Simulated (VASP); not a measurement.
# Si (a cell with a defect) in VASP: further runs

Si (a cell with a defect) is run at these levels: PBE; tasks: single point.

Program: VASP 6.6.1. These are calculated values, not measurements. Logs are shortened: lines on timing, memory, paths and dates and some standing lists are left out, and cuts for length are marked.

## Step 1: The cell of the first run

The cell holds a defect, 31 atoms: a = 9.474 Å, b = 9.474 Å, c = 9.474 Å, α = 109.47°, β = 109.47°, γ = 109.47°.

## Step 2: Single point, PBE

Contents of INCAR:

```
SYSTEM = Si
PREC = Accurate
ENCUT = 520
EDIFF = 1E-6
ISMEAR = 0
SIGMA = 0.02
LREAL = Auto
LASPH = .True.
NELM = 80
ALGO = Normal
ISIF = 2
LWAVE = .False.
LCHARG = .False.
GGA = PE
NBANDS = 83
NELECT = 126.0
```

Contents of KPOINTS:

```
Automatic mesh
0
Gamma
  2 2 2
  0.5 0.5 0.5
```

Contents of POSCAR:

```
Si
1.0
    5.4700937548      5.4700937548      5.4700937548
    5.4700937548     -5.4700937548     -5.4700937548
   -5.4700937548      5.4700937548     -5.4700937548
Si
31
Direct
    0.5790284668      0.7500686796      0.2500478166
   -0.0084802020      0.7499905274      0.0038577035
    0.7498448260      0.4985098286      0.4955383073
    0.2522815992      0.7499979313      0.7487187942
   -0.0084695989      0.5038493166      0.2499934300
    0.5112611640      0.7500143844      0.4863241142
    0.2749770054      0.5137048149      0.0137004050
    0.7535590220      0.2512790569      0.7512797192
    0.0013373628      0.2470546321      0.5015055725
    0.5042855980      0.5044382462      0.7529318846
    0.7498390675     -0.0044639089     -0.0014919306
    0.2522832445      0.2487188631      0.2499985487
    0.5042944643      0.2529436536      0.0044438909
    0.0013444011      0.0015101204      0.7470669943
    0.2376185050     -0.0038864051      0.4961164510
    0.5112501038     -0.0136695098      0.2500100659
    0.7384504144      0.7499665790      0.0216033774
    0.5023040049      0.5012585018      0.5010464396
   -0.0013943088      0.7500016789      0.7507151950
    0.7384792987      0.5216079702      0.2499767941
    0.2545444489      0.7499953719      0.4945748869
    0.0099866661      0.5054213189      0.0054227590
    0.4978682491      0.2492672084      0.7492666824
    0.7510459938      0.2498136341      0.4987479415
    0.2512501726      0.4989442818      0.7501992075
    0.5023011713      0.0010513531      0.0012569254
   -0.0013930291      0.2507066719      0.2500011995
    0.2512578507      0.2502075945     -0.0010495250
    0.7510480047     -0.0012514411      0.7498155761
   -0.0332080231     -0.0216264118      0.4783838481
    0.2545374106     -0.0054247699      0.2499967206
```

Potentials or basis: VASP PAW PBE potentials, release 64 (Si).

The run is started by

```sh
cat potpaw_PBE.64/Si/POTCAR > POTCAR
mpirun -np 1 vasp_std > vasp.out
```

OUTCAR:

```text
SYSTEM = Si
   PREC = Accurate
   ENCUT = 520
   EDIFF = 1E-6
   ISMEAR = 0
   LREAL = Auto
   LASPH = .True.
   NELM = 80
   ISIF = 2
   GGA = PE
   NELECT = 126.0

 ion  position               nearest neighbor table
   1  0.579  0.750  0.250-  16 2.53   6 2.53   7 2.53  30 3.02  17 3.02  20 3.02
   2  0.992  0.750  0.004-  31 2.39  22 2.39  19 2.42  17 2.46
   3  0.750  0.499  0.496-  24 2.37  18 2.37  20 2.38  19 2.39
   4  0.252  0.750  0.749-  25 2.38  26 2.38  19 2.41  21 2.42
   5  0.992  0.504  0.250-  21 2.39  22 2.39  27 2.42  20 2.46
   6  0.511  0.750  0.486-  29 2.38  18 2.38  21 2.46   1 2.53
   7  0.275  0.514  0.014-  25 2.38  28 2.38  22 2.46   1 2.53
[... 22 lines left out ...]
  30  0.967  0.978  0.478-  14 2.38   9 2.38  15 2.46   1 3.02
  31  0.255  0.995  0.250-   2 2.39  15 2.39  12 2.42  16 2.46

  LATTYP: Found a body centered cubic cell.
 ALAT       =    10.9401875096

  Lattice vectors:

 A1 = (   5.4700937548,   5.4700937548,   5.4700937548)
 A2 = (   5.4700937548,  -5.4700937548,  -5.4700937548)
 A3 = (  -5.4700937548,   5.4700937548,  -5.4700937548)

Analysis of symmetry for initial positions (statically):
=====================================================================
 Subroutine PRICEL returns:
 Original cell was already a primitive cell.

 Routine SETGRP: Setting up the symmetry group for a
 body centered cubic supercell.

 Subroutine GETGRP returns: Found  1 space group operations
 (whereof  1 operations were pure point group operations)
 out of a pool of 48 trial point group operations.

The static configuration has the point symmetry C_1 .

Analysis of symmetry for dynamics (positions and initial velocities):
=====================================================================
 Subroutine PRICEL returns:
 Original cell was already a primitive cell.

 Routine SETGRP: Setting up the symmetry group for a
 body centered cubic supercell.

 Subroutine GETGRP returns: Found  1 space group operations
 (whereof  1 operations were pure point group operations)
 out of a pool of 48 trial point group operations.

The dynamic configuration has the point symmetry C_1 .

 Subroutine INISYM returns: Found  1 space group operations
 (whereof  1 operations are pure point group operations),
 and found     1 'primitive' translations

----------------------------------------------------------------------------------------

                                     Primitive cell

  volume of cell :     654.7030

[... 132 lines left out ...]
   ISYM   =      2    0-nonsym 1-usesym 2-fastsym
   POTIM  = 0.5000    time-step for ionic-motion
   TEBEG  =    0.0;   TEEND  =   0.0 temperature during run
   PSTRESS=    0.0 pullay stress
   NELECT =     126.0000    total number of electrons
   NUPDOWN=      -1.0000    fix difference up-down
   EMIN   =  10.00;   EMAX   =-10.00  energy-range for DOS
   EFERMI =   0.00;   METHOD = LEGACY
   ISMEAR =     0;   SIGMA  =   0.02  broadening in eV -4-tet -1-fermi 0-gaus
   EFERMI_NEDOS =   21; number of points for ismear=-14 and -15
   IALGO  =     38    algorithm
   IMIX   =      4    mixing-type and parameters
     AMIX     =   0.40;   BMIX     =  1.00
     AMIX_MAG =   1.60;   BMIX_MAG =  1.00
  volume/ion in A,a.u.               =      21.12       142.52
  Fermi-wavevector in a.u.,A,eV,Ry     =   0.945185  1.786141 12.155106  0.893375
  Thomas-Fermi vector in A             =   2.073062
   LORBIT       =      0    0 simple, 1 ext, 2 COOP (PROOUT), +10 PAW based schemes
   GGA     = PE    functional components
   LHFCALC =     F    Hartree Fock is set to
   AEXX    =    0.0000 exact exchange contribution
   IVDW    =     0    specifies the selected vdW correction
   LEPSILON=     F    determine dielectric tensor
   LRPA    =     F    only Hartree local field effects (RPA)
 non-spin polarized calculation
 Gauss-broadening in eV      SIGMA  =   0.02
  energy-cutoff  :      520.00
  volume of cell :      654.70
 maximum number of plane-waves:     17628
 NGX is ok and might be reduce to    70
   NGX = 35   NGY = 35   NGZ = 35

 number of electron     126.0000002 magnetization

 Free energy of the ion-electron system (eV)
  ---------------------------------------------------
  ext. energy  EPLUGINS =         0.00000000
  ---------------------------------------------------
  free energy    TOTEN  =      -152.92828632 eV

  energy without entropy =     -152.91739445  energy(sigma->0) =     -152.92284038

 E-fermi :   5.6543     XC(G=0):  -9.3041

 val. band max:        5.6471984972   @ k =   0.2500   0.2500   0.2500
 cond. band min:       5.6658596854   @ k =   0.2500   0.2500  -0.2500
 fundamental gap:      0.0186611882
 Fermi energy:         5.6542772631

 k-point     1 :       0.2500    0.2500    0.2500
  band No.  band energies     occupation
      1      -5.6188      2.00000
      2      -5.6188      2.00000
      3      -5.5775      2.00000
      4      -5.3741      2.00000
      5      -3.8253      2.00000
      6      -3.8253      2.00000
[... 301 lines left out ...]
     74       7.7206      0.00000
     75       7.8166      0.00000
 [bands above 75 left out]

------------------------ aborting loop because EDIFF is reached ----------------------------------------

  FORCE on cell =-STRESS in cart. coord.  units (eV):
  Direction    XX          YY          ZZ          XY          YZ          ZX
  --------------------------------------------------------------------------------------
  -------------------------------------------------------------------------------------
  Total        7.3435328      7.3602882      7.3923839     -5.1981447     -5.1775035     -5.1800970
  in kB       17.9709618     18.0119652     18.0905094    -12.7208065    -12.6702937    -12.6766406
  external PRESSURE =      18.0244788 kB  Pullay stress =       0.0000000 kB

 VOLUME and BASIS-vectors are now :
 -----------------------------------------------------------------------------
  energy-cutoff  :      520.00
  volume of cell :      654.70
      direct lattice vectors                 reciprocal lattice vectors
     5.470093755  5.470093755  5.470093755     0.091406112  0.091406112  0.000000000
     5.470093755 -5.470093755 -5.470093755     0.091406112  0.000000000 -0.091406112
    -5.470093755  5.470093755 -5.470093755     0.000000000  0.091406112 -0.091406112

 POSITION                                       TOTAL-FORCE (eV/Angst)
 -----------------------------------------------------------------------------------
      5.90250      0.43218     -2.30339        -0.019721     -0.020683     -0.023538
      9.50512      1.34229      1.30009        -0.002513     -0.003622      0.000262
      4.11798      4.08547     -1.33582        -0.010148      0.004648      0.012600
      1.38700      1.37301     -6.81812        -0.003391      0.000862     -0.004028
      6.81238      4.03515      1.30017        -0.003975     -0.002468      0.000342
      4.23906      1.35424     -3.96624         0.009651     -0.019760      0.008146
[... 23 lines left out ...]
      8.02343      2.55345     -2.68016        -0.002231     -0.001507     -0.017310
      5.46526     -2.68057     -5.41558        -0.002666      0.012906      0.012396
 -----------------------------------------------------------------------------------
    total drift:                               -0.016238     -0.016285     -0.004568

  FREE ENERGIE OF THE ION-ELECTRON SYSTEM (eV)
  ---------------------------------------------------
  free  energy   TOTEN  =      -152.9282863173 eV

  energy  without entropy=     -152.9173944485  energy(sigma->0) =     -152.92284038
```

stdout:

```text
POSCAR found type information on POSCAR Si
 POSCAR found :  1 types and      31 ions
 scaLAPACK will be used
 LDA part: xc-table for (Slater+PW92), standard interpolation
 POSCAR, INCAR and KPOINTS ok, starting setup
 FFT: planning ... GRIDC
 FFT: planning ... GRID_SOFT
 FFT: planning ... GRID
 WAVECAR not read
 entering main loop
 the old and the new charge density differ
 old charge density:   124.00000 new  126.00000
    0.177E+01
```

Wall time 7.7 min (1 thread of Intel Xeon Platinum 8488C (Sapphire Rapids), shared host); peak memory 0.68 GiB.

What came out:

* Free energy: -152.9283 eV
* Largest force: 0.037 eV/Å

Forces on the atoms (eV/Å):
```
Si  -0.020 -0.021 -0.024
Si  -0.003 -0.004  0.000
Si  -0.010  0.005  0.013
Si  -0.003  0.001 -0.004
Si  -0.004 -0.002  0.000
Si   0.010 -0.020  0.008
Si   0.007  0.007 -0.022
Si  -0.005 -0.005  0.000
Si   0.003  0.013 -0.009
Si   0.014 -0.010  0.005
Si   0.005 -0.010  0.012
Si   0.001 -0.003 -0.004
Si  -0.010  0.014  0.004
Si   0.013  0.003 -0.010
Si   0.001  0.001 -0.005
Si  -0.020  0.009  0.008
Si  -0.001 -0.013 -0.002
Si  -0.011  0.008  0.008
Si  -0.008  0.009 -0.006
Si  -0.012  0.000 -0.001
Si   0.013 -0.003  0.012
Si   0.013  0.013 -0.003
Si  -0.007 -0.007  0.008
Si   0.012  0.007 -0.004
Si   0.007 -0.006  0.012
Si   0.008 -0.011  0.008
Si   0.010 -0.008 -0.006
Si  -0.006  0.008  0.012
Si   0.007  0.012 -0.004
Si  -0.002 -0.002 -0.017
Si  -0.003  0.013  0.012
```

Caveat: the cell carries a net charge on a neutralising background, which shifts energy and pressure; the cell is charged against a uniform background, so pressure and absolute levels hang on convention.

[end of part 1 of 2]
